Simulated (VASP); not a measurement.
# FeGe (rocksalt type) (Fm-3m) in VASP: density of states with PBE

Aim: the density of states of FeGe (rocksalt type) with PBE.

Everything below comes from runs of VASP 6.6.1. Logs are shortened: lines on timing, memory, paths and dates and some standing lists are left out, and cuts for length are marked.

**1. The cell of the first run**

It takes space group Fm-3m (No. 225, cubic). The conventional cell has a = 4.807 Å, b = 4.807 Å, c = 4.807 Å, α = 90.00°, β = 90.00°, γ = 90.00°. Fe (site symmetry m-3m) has 6 Ge at 2.40 Å within 3.2 Å. Ge (site symmetry m-3m) has 6 Fe at 2.40 Å within 3.2 Å.

**2. Density of states, PBE, collinear spin, ferromagnetic start (volume scaled by 0.92)**

POSCAR reads:

```
FeGe
1.0
    0.0000000000      2.4035714065      2.4035714065
    2.4035714065      0.0000000000      2.4035714065
    2.4035714065      2.4035714065      0.0000000000
Fe Ge
1 1
Direct
    0.0000000000      0.0000000000      0.0000000000
    0.5000000000      0.5000000000      0.5000000000
```

INCAR.step1 reads:

```
SYSTEM = FeGe
PREC = Accurate
ENCUT = 520
EDIFF = 1E-7
ISMEAR = -1
SIGMA = 0.08
LREAL = .FALSE.
LASPH = .TRUE.
NELM = 150
ALGO = Normal
ISIF = 2
LWAVE = .FALSE.
LCHARG = .TRUE.
ISPIN = 2
MAGMOM = 2.5 0
LMAXMIX = 4
GGA = PE
NBANDS = 22
```

KPOINTS.step1 reads:

```
Automatic mesh
0
G
  14 14 14
  0 0 0
```

INCAR.step2 reads:

```
SYSTEM = FeGe
PREC = Accurate
ENCUT = 520
EDIFF = 1E-7
ISMEAR = -5
SIGMA = 0.08
LREAL = .FALSE.
LASPH = .TRUE.
NELM = 150
ALGO = Normal
ISIF = 2
LWAVE = .FALSE.
LCHARG = .FALSE.
ISPIN = 2
MAGMOM = 2.5 0
LORBIT = 11
LMAXMIX = 4
GGA = PE
NEDOS = 1001
ICHARG = 11
```

KPOINTS.step2 reads:

```
Automatic mesh
0
G
  21 21 21
  0 0 0
```

Potentials or basis: VASP PAW PBE potentials, release 64 (Fe, Ge_d).

The run is started by

```bash
$ cat potpaw_PBE.64/Fe/POTCAR potpaw_PBE.64/Ge_d/POTCAR > POTCAR
$ cp INCAR.step1 INCAR
$ cp KPOINTS.step1 KPOINTS
$ mpirun -np 1 vasp_std > vasp.out
$ cp INCAR.step2 INCAR
$ cp KPOINTS.step2 KPOINTS
$ mpirun -np 1 vasp_std > vasp.out
```

OUTCAR:

```text
SYSTEM = FeGe
   PREC = Accurate
   ENCUT = 520
   EDIFF = 1E-7
   ISMEAR = -5
   LREAL = .FALSE.
   LASPH = .TRUE.
   NELM = 150
   ISIF = 2
   ISPIN = 2
   LORBIT = 11
   GGA = PE
   ICHARG = 11

 ion  position               nearest neighbor table
   1  0.000  0.000  0.000-   2 2.40   2 2.40   2 2.40   2 2.40   2 2.40   2 2.40
   2  0.500  0.500  0.500-   1 2.40   1 2.40   1 2.40   1 2.40   1 2.40   1 2.40

  LATTYP: Found a face centered cubic cell.
 ALAT       =     4.8071428130

  Lattice vectors:

 A1 = (   0.0000000000,   2.4035714065,   2.4035714065)
 A2 = (   2.4035714065,   0.0000000000,   2.4035714065)
 A3 = (   2.4035714065,   2.4035714065,   0.0000000000)

Analysis of symmetry for initial positions (statically):
=====================================================================
 Subroutine PRICEL returns:
 Original cell was already a primitive cell.

 Routine SETGRP: Setting up the symmetry group for a
 face centered cubic supercell.

 Subroutine GETGRP returns: Found 48 space group operations
 (whereof 48 operations were pure point group operations)
 out of a pool of 48 trial point group operations.

The static configuration has the point symmetry O_h .

Analysis of symmetry for dynamics (positions and initial velocities):
=====================================================================
 Subroutine PRICEL returns:
 Original cell was already a primitive cell.

 Routine SETGRP: Setting up the symmetry group for a
 face centered cubic supercell.

 Subroutine GETGRP returns: Found 48 space group operations
 (whereof 48 operations were pure point group operations)
 out of a pool of 48 trial point group operations.

The dynamic configuration has the point symmetry O_h .

Analysis of structural, dynamic, and magnetic symmetry:
=====================================================================
 Subroutine PRICEL returns:
 Original cell was already a primitive cell.

 Routine SETGRP: Setting up the symmetry group for a
 face centered cubic supercell.

 Subroutine GETGRP returns: Found 48 space group operations
 (whereof 48 operations were pure point group operations)
 out of a pool of 48 trial point group operations.

The overall configuration has the point symmetry O_h .

 Subroutine INISYM returns: Found 48 space group operations
 (whereof 48 operations are pure point group operations),
 and found     1 'primitive' translations

----------------------------------------------------------------------------------------

                                     Primitive cell

  volume of cell :      27.7716

  direct lattice vectors                    reciprocal lattice vectors
     0.000000000  2.403571406  2.403571406    -0.208023776  0.208023776  0.208023776
     2.403571406  0.000000000  2.403571406     0.208023776 -0.208023776  0.208023776
     2.403571406  2.403571406  0.000000000     0.208023776  0.208023776 -0.208023776

  length of vectors
     3.399163281  3.399163281  3.399163281     0.360307749  0.360307749  0.360307749

  position of ions in fractional coordinates (direct lattice)
     0.000000000  0.000000000  0.000000000
     0.500000000  0.500000000  0.500000000

  ion indices of the primitive-cell ions
   primitive index   ion index
                 1           1
                 2           2

----------------------------------------------------------------------------------------

 KPOINTS: Automatic mesh

Automatic generation of k-mesh.
 Grid dimensions read from file:
 generate k-points for:   21   21   21

 Generating k-lattice:

  Cartesian coordinates                     Fractional coordinates (reciprocal lattice)
    -0.009905894  0.009905894  0.009905894     0.047619048  0.000000000  0.000000000
     0.009905894 -0.009905894  0.009905894     0.000000000  0.047619048  0.000000000
     0.009905894  0.009905894 -0.009905894     0.000000000  0.000000000  0.047619048

  Length of vectors
     0.017157512  0.017157512  0.017157512

  Shift w.r.t. Gamma in fractional coordinates (k-lattice)
     0.000000000  0.000000000  0.000000000

 TETIRR: Found   1276 inequivalent tetrahedra from    55566

 Subroutine IBZKPT returns following result:
 ===========================================

 Found    286 irreducible k-points:

 Following reciprocal coordinates:
            Coordinates               Weight
  0.000000  0.000000  0.000000      1.000000
  0.047619  0.000000  0.000000      8.000000
  0.095238  0.000000  0.000000      8.000000
  0.142857  0.000000  0.000000      8.000000
  0.190476  0.000000  0.000000      8.000000
  0.238095  0.000000  0.000000      8.000000
[... 16 lines left out ...]
 -0.428571  0.047619  0.000000     24.000000
 -0.380952  0.047619  0.000000     24.000000
 [... further k-points ...]
   k-points           NKPTS =    286   k-points in BZ     NKDIM =    286   number of bands    NBANDS=     16
   number of dos      NEDOS =   1001   number of ions     NIONS =      2
   total plane-waves  NPLWV =  21952
   dimension x,y,z NGX =    28 NGY =   28 NGZ =   28
   dimension x,y,z NGXF=    56 NGYF=   56 NGZF=   56
   ions per type =               1   1
   NGX,Y,Z   is equivalent  to a cutoff of  13.69, 13.69, 13.69 a.u.
   NGXF,Y,Z  is equivalent  to a cutoff of  27.39, 27.39, 27.39 a.u.
 SYSTEM =  FeGe
   PREC   = accura    normal or accurate (medium, high low for compatibility)
   ISTART =      0    job   : 0-new  1-cont  2-samecut
   ICHARG =     11    charge: 1-file 2-atom 10-const
   ISPIN  =      2    spin polarized calculation?
   LNONCOLLINEAR =      F non collinear calculations
   LSORBIT =      F    spin-orbit coupling
   LASPH  =      T    aspherical Exc in radial PAW
   ENCUT  =  520.0 eV  38.22 Ry    6.18 a.u.   6.32  6.32  6.32*2*pi/ulx,y,z
   NELM   =    150;   NELMIN=  2; NELMDL=  0     # of ELM steps
   EDIFF  = 0.1E-06   stopping-criterion for ELM
   LREAL  =      F    real-space projection
   EDIFFG = 0.1E-05   stopping-criterion for IOM
   NSW    =      0    number of steps for IOM
   IBRION =     -1    ionic relax: 0-MD 1-quasi-New 2-CG
   NFREE  =      0    steps in history (QN), initial steepest desc. (CG)
   ISIF   =      2    stress and relaxation
   ISYM   =      2    0-nonsym 1-usesym 2-fastsym
   POTIM  = 0.5000    time-step for ionic-motion
   TEBEG  =    0.0;   TEEND  =   0.0 temperature during run
   PSTRESS=    0.0 pullay stress
   NELECT =      22.0000    total number of electrons
   NUPDOWN=      -1.0000    fix difference up-down
   EMIN   =  10.00;   EMAX   =-10.00  energy-range for DOS
   EFERMI =   0.00;   METHOD = LEGACY
   ISMEAR =    -5;   SIGMA  =   0.08  broadening in eV -4-tet -1-fermi 0-gaus
   EFERMI_NEDOS =   21; number of points for ismear=-14 and -15
   IALGO  =     38    algorithm
   IMIX   =      4    mixing-type and parameters
     AMIX     =   0.40;   BMIX     =  1.00
     AMIX_MAG =   1.60;   BMIX_MAG =  1.00
  volume/ion in A,a.u.               =      13.89        93.71
  Fermi-wavevector in a.u.,A,eV,Ry     =   1.514777  2.862513 31.219239  2.294549
  Thomas-Fermi vector in A             =   2.624389
   LORBIT       =     11    0 simple, 1 ext, 2 COOP (PROOUT), +10 PAW based schemes
   GGA     = PE    functional components
   LHFCALC =     F    Hartree Fock is set to
   AEXX    =    0.0000 exact exchange contribution
   IVDW    =     0    specifies the selected vdW correction
   LEPSILON=     F    determine dielectric tensor
   LRPA    =     F    only Hartree local field effects (RPA)
 spin polarized calculation
 Fermi weights with tetrahedron method with Bloechl corrections
  energy-cutoff  :      520.00
  volume of cell :       27.77
 maximum number of plane-waves:       763
 NGX is ok and might be reduce to    28

 number of electron      22.0000005 magnetization       1.4163937

 Free energy of the ion-electron system (eV)
  ---------------------------------------------------
  ext. energy  EPLUGINS =         0.00000000
  ---------------------------------------------------
  free energy    TOTEN  =       -11.97937628 eV

  energy without entropy =      -11.97937628  energy(sigma->0) =      -11.97937628

 E-fermi :   7.2462     XC(G=0): -12.3844

 val. band max:        7.3264222562   @ k =  -0.2857   0.2857   0.0000
 cond. band min:       7.2275235934   @ k =  -0.3810   0.4286   0.1905
 fundamental gap:     -0.0988986628
 Fermi energy:         7.2462448515

 spin component 1

 k-point     1 :       0.0000    0.0000    0.0000
  band No.  band energies     occupation
      1     -17.2757      1.00000
      2     -17.2757      1.00000
      3     -17.2325      1.00000
      4     -17.2325      1.00000
      5     -17.2325      1.00000
      6      -5.2688      1.00000
[... 8 lines left out ...]
     15      18.3164      0.00000
     16      18.3978      0.00000

 k-point     2 :       0.0476    0.0000    0.0000
  band No.  band energies     occupation
      1     -17.2754      1.00000
      2     -17.2754      1.00000
      3     -17.2324      1.00000
      4     -17.2320      1.00000
      5     -17.2320      1.00000
      6      -5.2250      1.00000
[... 8 lines left out ...]
     15      17.8822      0.00000
     16      18.5821      0.00000

 k-point     3 :       0.0952    0.0000    0.0000
  band No.  band energies     occupation
      1     -17.2744      1.00000
      2     -17.2744      1.00000
      3     -17.2319      1.00000
      4     -17.2305      1.00000
      5     -17.2305      1.00000
      6      -5.0939      1.00000
[... 8 lines left out ...]
     15      17.2665      0.00000
     16      19.0363      0.00000
[... 362 lines left out ...]
 k-point    23 :      -0.4286    0.0476    0.0000
  band No.  band energies     occupation
      1     -17.2647      1.00000
      2     -17.2635      1.00000
      3     -17.2257      1.00000
      4     -17.2056      1.00000
      5     -17.2053      1.00000
      6      -1.8895      1.00000
[... 8 lines left out ...]
     15      14.4361      0.00000
     16      15.3455      0.00000

 k-point    24 :      -0.3810    0.0476    0.0000
  band No.  band energies     occupation
      1     -17.2654      1.00000
      2     -17.2640      1.00000
      3     -17.2263      1.00000
      4     -17.2082      1.00000
      5     -17.2070      1.00000
      6      -2.4256      1.00000
[... 8 lines left out ...]
     15      14.5736      0.00000
     16      15.4910      0.00000

 [... further k-points ...]

 spin component 2

 k-point     1 :       0.0000    0.0000    0.0000
  band No.  band energies     occupation
      1     -17.2873      1.00000
      2     -17.2873      1.00000
      3     -17.2505      1.00000
      4     -17.2505      1.00000
      5     -17.2505      1.00000
      6      -5.2836      1.00000
[... 8 lines left out ...]
     15      18.1683      0.00000
     16      18.5723      0.00000

 k-point     2 :       0.0476    0.0000    0.0000
  band No.  band energies     occupation
      1     -17.2870      1.00000
      2     -17.2870      1.00000
      3     -17.2504      1.00000
      4     -17.2500      1.00000
      5     -17.2500      1.00000
      6      -5.2400      1.00000
[... 8 lines left out ...]
     15      17.8708      0.00000
     16      18.7413      0.00000

 k-point     3 :       0.0952    0.0000    0.0000
  band No.  band energies     occupation
      1     -17.2860      1.00000
      2     -17.2860      1.00000
      3     -17.2499      1.00000
      4     -17.2484      1.00000
      5     -17.2484      1.00000
      6      -5.1096      1.00000
[... 8 lines left out ...]
     15      17.3447      0.00000
     16      19.1425      0.00000
[... 362 lines left out ...]
 k-point    23 :      -0.4286    0.0476    0.0000
  band No.  band energies     occupation
      1     -17.2770      1.00000
      2     -17.2759      1.00000
      3     -17.2439      1.00000
      4     -17.2231      1.00000
      5     -17.2227      1.00000
      6      -1.9445      1.00000
[... 8 lines left out ...]
     15      14.4305      0.00000
     16      15.5545      0.00000

 k-point    24 :      -0.3810    0.0476    0.0000
  band No.  band energies     occupation
      1     -17.2777      1.00000
      2     -17.2763      1.00000
      3     -17.2444      1.00000
      4     -17.2257      1.00000
      5     -17.2245      1.00000
      6      -2.4649      1.00000
[... 8 lines left out ...]
     15      14.5652      0.00000
     16      15.7113      0.00000

 [... further k-points ...]

------------------------ aborting loop because EDIFF is reached ----------------------------------------

  FORCE on cell =-STRESS in cart. coord.  units (eV):
  Direction    XX          YY          ZZ          XY          YZ          ZX
  --------------------------------------------------------------------------------------
  -------------------------------------------------------------------------------------
  Total        0.8110006      0.8110006      0.8110006     -0.0000000     -0.0000000     -0.0000000
  in kB       46.7875885     46.7875885     46.7875885     -0.0000000     -0.0000000     -0.0000000
  external PRESSURE =      46.7875885 kB  Pullay stress =       0.0000000 kB

 VOLUME and BASIS-vectors are now :
 -----------------------------------------------------------------------------
  energy-cutoff  :      520.00
  volume of cell :       27.77
      direct lattice vectors                 reciprocal lattice vectors
     0.000000000  2.403571406  2.403571406    -0.208023776  0.208023776  0.208023776
     2.403571406  0.000000000  2.403571406     0.208023776 -0.208023776  0.208023776
     2.403571406  2.403571406  0.000000000     0.208023776  0.208023776 -0.208023776

 POSITION                                       TOTAL-FORCE (eV/Angst)
 -----------------------------------------------------------------------------------
      0.00000      0.00000      0.00000        -0.000000      0.000000     -0.000000
      2.40357      2.40357      2.40357         0.000000     -0.000000      0.000000
 -----------------------------------------------------------------------------------
    total drift:                                0.000000      0.000000      0.000000

  FREE ENERGIE OF THE ION-ELECTRON SYSTEM (eV)
  ---------------------------------------------------
  free  energy   TOTEN  =       -11.9793762807 eV

  energy  without entropy=      -11.9793762807  energy(sigma->0) =      -11.97937628

 total charge

# of ion       s       p       d       tot
------------------------------------------
    1        0.404   0.423   6.491   7.318
    2        1.151   1.286  10.068  12.504
--------------------------------------------------
tot          1.555   1.709  16.558  19.822

 magnetization (x)

# of ion       s       p       d       tot
------------------------------------------
    1        0.043  -0.001   1.454   1.496
    2       -0.011  -0.069  -0.005  -0.085
--------------------------------------------------
tot          0.032  -0.070   1.449   1.411
```

Wall time 5.1 min (1 thread of Intel Xeon 6975P-C, shared host); peak memory 0.34 GiB.

What came out:

- Net moment: 1.42 μB per cell
- Site moments: Fe +1.50; Ge -0.09 μB
- Valence electrons inside the program's atomic spheres: Fe 7.32; Ge 12.50

Caveat: tetrahedron occupations give inexact forces and stress in metals.
